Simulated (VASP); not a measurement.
Set up this calculation in VASP 6.6.1, as the native input.

| Property | Result |
| --- | --- |
| Task | single point |
| Functional | PBEsol |
| Potentials or basis | VASP PAW PBE potentials, release 64 (Sc_sv) |
| Cutoff | 520 eV |
| k mesh | 20 × 20 × 20 |
| Occupations | gaussian, width 0.15 eV |
| Spin | no spin polarisation |
| Dipole correction | no |
| Further INCAR settings | ALGO = Fast; EDIFF = 1e-06; NBANDS = 12 |

The structure of Sc lies in POSCAR:

```
Sc
1.0
    0.0000000000      2.3968923594      2.0373585055
    2.3968923594      0.0000000000      2.0373585055
    2.3968923594      2.3968923594      0.0000000000
Sc
1
Direct
    0.0000000000      0.0000000000      0.0000000000
```

This cell differs from its parent crystal: ratio of the length along z to the lengths across it x 0.85, volume and fractional coordinates fixed.

The input as run:

INCAR

```
  PREC = Accurate
  ENCUT = 520
  EDIFF = 1E-6
  ISMEAR = 0
  SIGMA = 0.15
  LREAL = F
  LASPH = T
  NELM = 80
  ALGO = Fast
  ISIF = 2
  LWAVE = F
  LCHARG = F
  GGA = PS
  NBANDS = 12
```

KPOINTS

```
regular mesh
0
Gamma
  20 20 20
```

Potentials or basis: VASP PAW PBE potentials, release 64 (Sc_sv).

Run with:

```console
$ cat potpaw_PBE.64/Sc_sv/POTCAR > POTCAR
$ mpirun -np 1 vasp_std > vasp.out
```

It gave:

* Pressure: 0.5 GPa

Caveat: the PAW data sets were made with another functional, which shifts forces and pressure a little.

Wall time 5 min on 1 thread of AMD EPYC 7R43 64-Core Processor (Zen 3) (shared host), peak memory 0.24 GiB.
